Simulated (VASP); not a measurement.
A run of VASP 6.6.1 is set up as follows.

POSCAR

```
Se
1.0
    3.5465446059      0.0000000000      0.0000000000
   -1.7732723030      3.0713977243      0.0000000000
    0.0000000000      0.0000000000      3.7246523562
Se
2
Direct
    0.3333333333      0.6666666667      0.2500000000
    0.6666666667      0.3333333333      0.7500000000
```

INCAR.step1

```
SYSTEM = Se
PREC = Accurate
ENCUT = 520
ISMEAR = -1
SIGMA = 0.1
LREAL = .False.
LASPH = .True.
NELM = 80
NBANDS = 13
GGA = PE
ALGO = Normal
EDIFF = 1E-4
LWAVE = .True.
LCHARG = .False.
```

File INCAR.step2:

```
SYSTEM = Se
PREC = Accurate
ENCUT = 520
EDIFF = 1E-6
ISMEAR = -1
SIGMA = 0.1
LREAL = .False.
LASPH = .True.
NELM = 80
ALGO = Normal
ISIF = 2
LWAVE = .False.
LCHARG = .False.
METAGGA = R2SCAN
LMIXTAU = .True.
NBANDS = 13
ISTART = 1
```

Contents of KPOINTS:

```
Automatic mesh
0
Gamma
  11 11 9
  0 0 0
```

Potentials or basis: VASP PAW PBE potentials, release 64 (Se).

Run with:

```sh
$ cat potpaw_PBE.64/Se/POTCAR > POTCAR
$ cp INCAR.step1 INCAR
$ mpirun -np 1 vasp_std > vasp.out
$ cp INCAR.step2 INCAR
$ mpirun -np 1 vasp_std > vasp.out
```

(1) What does it give for the band gap on the k mesh?

(2) Predict the pressure.

Answers

(1) zero (bands 6 and 7 overlap by 2.10 eV).

(2) 6.9 GPa.

Caveat: the cell stands under pressure; the PAW data sets were made with another functional, which shifts forces and pressure a little.
